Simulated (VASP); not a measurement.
# LiSi16 (a cell with a defect) in VASP: single point with PBE+D3(BJ)

Aim: the single point of LiSi16 (a cell with a defect) with PBE+D3(BJ).

All numbers are computed with VASP 6.6.1; they aren't measurements. Logs are shortened: lines on timing, memory, paths and dates and some standing lists are left out, and cuts for length are marked.

## Step 1: The cell of the first run

The cell holds a defect, 17 atoms: a = 7.679 Å, b = 7.679 Å, c = 7.679 Å, α = 60.00°, β = 60.00°, γ = 60.00°.

## Step 2: Single point, PBE+D3(BJ)

The input, INCAR:

```
SYSTEM = LiSi16
PREC = Accurate
ENCUT = 520
EDIFF = 1E-7
ISMEAR = -1
SIGMA = 0.05
LREAL = Auto
LASPH = .TRUE.
NELM = 100
ALGO = Normal
ISIF = 2
LWAVE = .FALSE.
LCHARG = .FALSE.
GGA = PE
IVDW = 12
NBANDS = 48
NELECT = 66.0
```

The input, KPOINTS:

```
regular mesh
0
G
  2 2 2
  0 0 0
```

The input, POSCAR:

```
LiSi16
1.0
    0.0000000000      5.4300000000      5.4300000000
    5.4300000000      0.0000000000      5.4300000000
    5.4300000000      5.4300000000      0.0000000000
Si Li
16 1
Direct
    0.0055087565      0.0054582152     -0.0001812227
    0.1275988740      0.1275479399      0.1293606695
    0.0018798747      0.0018284694      0.5018985727
    0.1260539278      0.1260013519      0.6260739162
    0.0068463057      0.5014653343      0.0015311612
    0.1371247555      0.6257484236      0.1258152636
    0.0055059048      0.4997455354      0.5055252704
    0.1275948779      0.6292914355      0.6276136057
    0.5015166964      0.0067981893      0.0015341003
    0.6258009963      0.1370759697      0.1258186844
    0.4997990922      0.0054574026      0.5055273310
    0.6293425359      0.1275469896      0.6276166042
    0.5052863100      0.5052376974      0.0053038645
    0.6279833162      0.6279332393      0.1280011033
    0.5015129164      0.5014644738      0.5068640510
    0.6257962634      0.6257470844      0.6371431744
    0.7560528962      0.7560397488      0.2560590502
```

Potentials or basis: VASP PAW PBE potentials, release 64 (Si, Li_sv).

On the command line:

```
$ cat potpaw_PBE.64/Si/POTCAR potpaw_PBE.64/Li_sv/POTCAR > POTCAR
$ mpirun -np 1 vasp_std > vasp.out
```

OUTCAR:

```text
SYSTEM = LiSi16
   PREC = Accurate
   ENCUT = 520
   EDIFF = 1E-7
   ISMEAR = -1
   LREAL = Auto
   LASPH = .TRUE.
   NELM = 100
   ISIF = 2
   GGA = PE
   IVDW = 12
   NELECT = 66.0
 IVDW          = 12

 ion  position               nearest neighbor table
   1  0.006  0.005  1.000-   2 2.34   4 2.34  10 2.38   6 2.38  17 2.71
   2  0.128  0.128  0.129-   3 2.34   1 2.34   5 2.34   9 2.34
   3  0.002  0.002  0.502-   4 2.34   8 2.34  12 2.34   2 2.34
   4  0.126  0.126  0.626-   3 2.34   7 2.34   1 2.34  11 2.34
   5  0.007  0.501  0.002-   2 2.34   8 2.34  14 2.38   6 2.38  17 2.76
   6  0.137  0.626  0.126-  13 2.31   5 2.38   1 2.38   7 2.38  17 2.39
   7  0.006  0.500  0.506-   8 2.34   4 2.34  16 2.38   6 2.38  17 2.71
   8  0.128  0.629  0.628-   3 2.34   7 2.34   5 2.34  15 2.34
   9  0.502  0.007  0.002-  12 2.34   2 2.34  14 2.38  10 2.38  17 2.76
  10  0.626  0.137  0.126-  13 2.31   9 2.38   1 2.38  11 2.38  17 2.39
  11  0.500  0.005  0.506-  12 2.34   4 2.34  10 2.38  16 2.38  17 2.71
  12  0.629  0.128  0.628-   3 2.34  11 2.34  15 2.34   9 2.34
  13  0.505  0.505  0.005-  14 2.31  16 2.31   6 2.31  10 2.31
  14  0.628  0.628  0.128-  13 2.31  15 2.38   5 2.38   9 2.38  17 2.41
  15  0.502  0.501  0.507-  12 2.34   8 2.34  14 2.38  16 2.38  17 2.76
  16  0.626  0.626  0.637-  13 2.31  15 2.38   7 2.38  11 2.38  17 2.39
  17  0.756  0.756  0.256-  10 2.39   6 2.39  16 2.39  14 2.41   1 2.71  11 2.71   7 2.71   9 2.76
                             5 2.76  15 2.76

  LATTYP: Found a face centered cubic cell.
 ALAT       =    10.8600000000

  Lattice vectors:

 A1 = (   0.0000000000,   5.4300000000,   5.4300000000)
 A2 = (   5.4300000000,   0.0000000000,   5.4300000000)
 A3 = (   5.4300000000,   5.4300000000,   0.0000000000)

Analysis of symmetry for initial positions (statically):
=====================================================================
 Subroutine PRICEL returns:
 Original cell was already a primitive cell.

 Routine SETGRP: Setting up the symmetry group for a
 face centered cubic supercell.

 Subroutine GETGRP returns: Found  1 space group operations
 (whereof  1 operations were pure point group operations)
 out of a pool of 48 trial point group operations.

The static configuration has the point symmetry C_1 .

Analysis of symmetry for dynamics (positions and initial velocities):
=====================================================================
 Subroutine PRICEL returns:
 Original cell was already a primitive cell.

 Routine SETGRP: Setting up the symmetry group for a
 face centered cubic supercell.

 Subroutine GETGRP returns: Found  1 space group operations
 (whereof  1 operations were pure point group operations)
 out of a pool of 48 trial point group operations.

The dynamic configuration has the point symmetry C_1 .

 Subroutine INISYM returns: Found  1 space group operations
 (whereof  1 operations are pure point group operations),
 and found     1 'primitive' translations

----------------------------------------------------------------------------------------

                                     Primitive cell

  volume of cell :     320.2060

  direct lattice vectors                    reciprocal lattice vectors
     0.000000000  5.430000000  5.430000000    -0.092081031  0.092081031  0.092081031
     5.430000000  0.000000000  5.430000000     0.092081031 -0.092081031  0.092081031
     5.430000000  5.430000000  0.000000000     0.092081031  0.092081031 -0.092081031

  length of vectors
     7.679179644  7.679179644  7.679179644     0.159489025  0.159489025  0.159489025

  position of ions in fractional coordinates (direct lattice)
     0.005508756  0.005458215  0.999818777
     0.127598874  0.127547940  0.129360670
     0.001879875  0.001828469  0.501898573
     0.126053928  0.126001352  0.626073916
     0.006846306  0.501465334  0.001531161
     0.137124755  0.625748424  0.125815264
[... 9 lines left out ...]
     0.625796263  0.625747084  0.637143174
     0.756052896  0.756039749  0.256059050

  ion indices of the primitive-cell ions
   primitive index   ion index
                 1           1
                 2           2
                 3           3
                 4           4
                 5           5
                 6           6
[... 9 lines left out ...]
                16          16
                17          17

----------------------------------------------------------------------------------------

 KPOINTS: regular mesh

Automatic generation of k-mesh.
 Grid dimensions read from file:
 generate k-points for:    2    2    2

 Generating k-lattice:

  Cartesian coordinates                     Fractional coordinates (reciprocal lattice)
    -0.046040516  0.046040516  0.046040516     0.500000000  0.000000000  0.000000000
     0.046040516 -0.046040516  0.046040516     0.000000000  0.500000000  0.000000000
     0.046040516  0.046040516 -0.046040516     0.000000000  0.000000000  0.500000000

  Length of vectors
     0.079744512  0.079744512  0.079744512

  Shift w.r.t. Gamma in fractional coordinates (k-lattice)
     0.000000000  0.000000000  0.000000000

 Subroutine IBZKPT returns following result:
 ===========================================

 Found      8 irreducible k-points:

 Following reciprocal coordinates:
            Coordinates               Weight
  0.000000  0.000000  0.000000      1.000000
  0.500000  0.000000  0.000000      1.000000
  0.000000  0.500000  0.000000      1.000000
  0.000000  0.000000  0.500000      1.000000
  0.500000  0.500000  0.500000      1.000000
  0.500000  0.500000  0.000000      1.000000
  0.000000  0.500000  0.500000      1.000000
  0.500000  0.000000  0.500000      1.000000
   k-points           NKPTS =      8   k-points in BZ     NKDIM =      8   number of bands    NBANDS=     48
   number of dos      NEDOS =    301   number of ions     NIONS =     17
   total plane-waves  NPLWV = 216000
   dimension x,y,z NGX =    60 NGY =   60 NGZ =   60
   dimension x,y,z NGXF=   120 NGYF=  120 NGZF=  120
   ions per type =              16   1
   NGX,Y,Z   is equivalent  to a cutoff of  12.99, 12.99, 12.99 a.u.
   NGXF,Y,Z  is equivalent  to a cutoff of  25.98, 25.98, 25.98 a.u.
 SYSTEM =  LiSi16
   PREC   = accura    normal or accurate (medium, high low for compatibility)
   ISTART =      0    job   : 0-new  1-cont  2-samecut
   ICHARG =      2    charge: 1-file 2-atom 10-const
   ISPIN  =      1    spin polarized calculation?
   LNONCOLLINEAR =      F non collinear calculations
   LSORBIT =      F    spin-orbit coupling
   LASPH  =      T    aspherical Exc in radial PAW
   ENCUT  =  520.0 eV  38.22 Ry    6.18 a.u.  14.28 14.28 14.28*2*pi/ulx,y,z
   NELM   =    100;   NELMIN=  2; NELMDL= -5     # of ELM steps
   EDIFF  = 0.1E-06   stopping-criterion for ELM
   LREAL  =      T    real-space projection
   EDIFFG = 0.1E-05   stopping-criterion for IOM
   NSW    =      0    number of steps for IOM
   IBRION =     -1    ionic relax: 0-MD 1-quasi-New 2-CG
   NFREE  =      0    steps in history (QN), initial steepest desc. (CG)
   ISIF   =      2    stress and relaxation
   ISYM   =      2    0-nonsym 1-usesym 2-fastsym
   POTIM  = 0.5000    time-step for ionic-motion
   TEBEG  =    0.0;   TEEND  =   0.0 temperature during run
   PSTRESS=    0.0 pullay stress
   NELECT =      66.0000    total number of electrons
   NUPDOWN=      -1.0000    fix difference up-down
   EMIN   =  10.00;   EMAX   =-10.00  energy-range for DOS
   EFERMI =   0.00;   METHOD = LEGACY
   ISMEAR =    -1;   SIGMA  =   0.05  broadening in eV -4-tet -1-fermi 0-gaus
   EFERMI_NEDOS =   21; number of points for ismear=-14 and -15
   IALGO  =     38    algorithm
   IMIX   =      4    mixing-type and parameters
     AMIX     =   0.40;   BMIX     =  1.00
     AMIX_MAG =   1.60;   BMIX_MAG =  1.00
  volume/ion in A,a.u.               =      18.84       127.11
  Fermi-wavevector in a.u.,A,eV,Ry     =   0.967044  1.827449 12.723821  0.935174
  Thomas-Fermi vector in A             =   2.096897
   LORBIT       =      0    0 simple, 1 ext, 2 COOP (PROOUT), +10 PAW based schemes
   GGA     = PE    functional components
   LHFCALC =     F    Hartree Fock is set to
   AEXX    =    0.0000 exact exchange contribution
   IVDW    =    12    specifies the selected vdW correction
   LEPSILON=     F    determine dielectric tensor
   LRPA    =     F    only Hartree local field effects (RPA)
 non-spin polarized calculation
  energy-cutoff  :      520.00
  volume of cell :      320.21
 maximum number of plane-waves:      8646
 NGX is ok and might be reduce to    60
   NGX = 29   NGY = 29   NGZ = 29

 number of electron      66.0000002 magnetization

 Free energy of the ion-electron system (eV)
  ---------------------------------------------------
  ext. energy  EPLUGINS =         0.00000000
  ---------------------------------------------------
  free energy    TOTEN  =       -93.51027961 eV

  energy without entropy =      -93.50929459  energy(sigma->0) =      -93.50978710

 E-fermi :   6.3585     XC(G=0):  -9.4411

 val. band max:        6.0442149401   @ k =   0.0000   0.0000   0.0000
 cond. band min:       6.6809782608   @ k =   0.0000   0.0000   0.0000
 fundamental gap:      0.6367633207
 Fermi energy:         6.3584921186

 k-point     1 :       0.0000    0.0000    0.0000
  band No.  band energies     occupation
      1     -40.3777      2.00000
      2      -5.9233      2.00000
      3      -3.6723      2.00000
      4      -3.6117      2.00000
      5      -3.6117      2.00000
      6      -3.6098      2.00000
[... 37 lines left out ...]
     44       8.3418      0.00000
     45       8.3419      0.00000

 k-point     2 :       0.5000    0.0000    0.0000
  band No.  band energies     occupation
      1     -40.3778      2.00000
      2      -5.1967      2.00000
      3      -5.0687      2.00000
      4      -3.3542      2.00000
      5      -3.3156      2.00000
      6      -3.3068      2.00000
[... 280 lines left out ...]
 k-point     8 :       0.5000    0.0000    0.5000
  band No.  band energies     occupation
      1     -40.3777      2.00000
      2      -4.9062      2.00000
      3      -4.8155      2.00000
      4      -3.9269      2.00000
      5      -3.8955      2.00000
      6      -3.8951      2.00000
[... 37 lines left out ...]
     44      10.3311      0.00000
     45      10.3980      0.00000
 [bands above 45 left out]

------------------------ aborting loop because EDIFF is reached ----------------------------------------

 Edisp (eV)   -5.45546

 E8    (eV) :    -2.2600

  FORCE on cell =-STRESS in cart. coord.  units (eV):
  Direction    XX          YY          ZZ          XY          YZ          ZX
  --------------------------------------------------------------------------------------
  -------------------------------------------------------------------------------------
  Total      -6.88578    -6.88573    -6.88655     0.00804     0.00838     0.00947
  in kB     -34.45359   -34.45334   -34.45744     0.04025     0.04191     0.04739
  external pressure =      -34.45 kB  Pullay stress =        0.00 kB

 VOLUME and BASIS-vectors are now :
 -----------------------------------------------------------------------------
  energy-cutoff  :      520.00
  volume of cell :      320.21
      direct lattice vectors                 reciprocal lattice vectors
     0.000000000  5.430000000  5.430000000    -0.092081031  0.092081031  0.092081031
     5.430000000  0.000000000  5.430000000     0.092081031 -0.092081031  0.092081031
     5.430000000  5.430000000  0.000000000     0.092081031  0.092081031 -0.092081031

 POSITION                                       TOTAL-FORCE (eV/Angst)
 -----------------------------------------------------------------------------------
      5.45865      5.45893      0.05955         0.006123      0.006268     -0.008183
      1.39501      1.39529      1.38545         0.009668      0.010091      0.008197
      2.73524      2.73552      0.02014         0.013563      0.013415      0.013643
      4.08377      4.08405      1.36866         0.018890      0.018724      0.019005
      2.73127      0.04549      2.76013         0.004040     -0.001781     -0.001555
      4.08099      1.42776      4.14240         0.013452     -0.000979     -0.001188
[... 9 lines left out ...]
      6.85749      6.85776      6.79588        -0.001345     -0.001184      0.013707
      5.49570      5.49577      8.21066        -0.039123     -0.038885     -0.039476
 -----------------------------------------------------------------------------------
    total drift:                                0.007100      0.005672      0.007551

  FREE ENERGIE OF THE ION-ELECTRON SYSTEM (eV)
  ---------------------------------------------------
  free  energy   TOTEN  =       -98.9657418839 eV

  energy  without entropy=      -98.9647568562  energy(sigma->0) =      -98.96524937
```

Wall time 9.6 min (1 thread of AMD EPYC 7R13, shared host); peak memory 0.45 GiB.

What came out:

```yaml
Free_energy: -98.9657 eV
Largest_force: 0.068 eV/Å
Dispersion_energy_per_atom: -0.321 eV
```

Forces on the atoms (eV/Å):
```
Si   0.006  0.006 -0.008
Si   0.010  0.010  0.008
Si   0.014  0.013  0.014
Si   0.019  0.019  0.019
Si   0.004 -0.002 -0.002
Si   0.013 -0.001 -0.001
Si   0.006 -0.008  0.006
Si   0.009  0.009  0.010
Si  -0.002  0.004 -0.002
Si  -0.001  0.013 -0.001
Si  -0.008  0.006  0.006
Si   0.008  0.010  0.010
Si  -0.018 -0.018 -0.018
Si  -0.019 -0.019 -0.019
Si  -0.002 -0.002  0.004
Si  -0.001 -0.001  0.014
Li  -0.039 -0.039 -0.039
```

Levels at points of the mesh, in eV from the Fermi level:
| k point | band 30 | band 31 | band 32 | band 33 | band 34 | band 35 | band 36 | band 37 |
| --- | --- | --- | --- | --- | --- | --- | --- | --- |
| (0.00, 0.00, 0.00) | -1.44 | -0.32 | -0.31 | -0.31 | 0.32 | 0.33 | 0.33 | 0.40 |
| (0.50, 0.00, 0.00) | -1.14 | -1.13 | -1.04 | -1.04 | 0.87 | 1.09 | 1.09 | 1.26 |
| (0.00, 0.50, 0.00) | -1.14 | -1.13 | -1.04 | -1.04 | 0.87 | 1.09 | 1.09 | 1.26 |
| (0.00, 0.00, 0.50) | -1.14 | -1.13 | -1.04 | -1.04 | 0.87 | 1.09 | 1.09 | 1.26 |
| (0.50, 0.50, 0.50) | -1.13 | -1.13 | -1.04 | -1.04 | 0.90 | 1.06 | 1.06 | 1.27 |
| (0.50, 0.50, 0.00) | -1.68 | -1.68 | -1.63 | -1.59 | 0.75 | 0.82 | 1.87 | 1.99 |
| (0.00, 0.50, 0.50) | -1.68 | -1.68 | -1.63 | -1.59 | 0.75 | 0.82 | 1.87 | 1.99 |
| (0.50, 0.00, 0.50) | -1.68 | -1.68 | -1.63 | -1.59 | 0.75 | 0.82 | 1.87 | 1.99 |

Caveat: the k points lie up to 0.50 Å⁻¹ apart; the cell carries a net charge on a neutralising background, which shifts energy and pressure; the cell is charged against a uniform background, so pressure and absolute levels hang on convention; the cutoff is under 1.25 times the usual one of these potentials, so pressure, stress and relaxed cells hold a basis-set (Pulay) error.
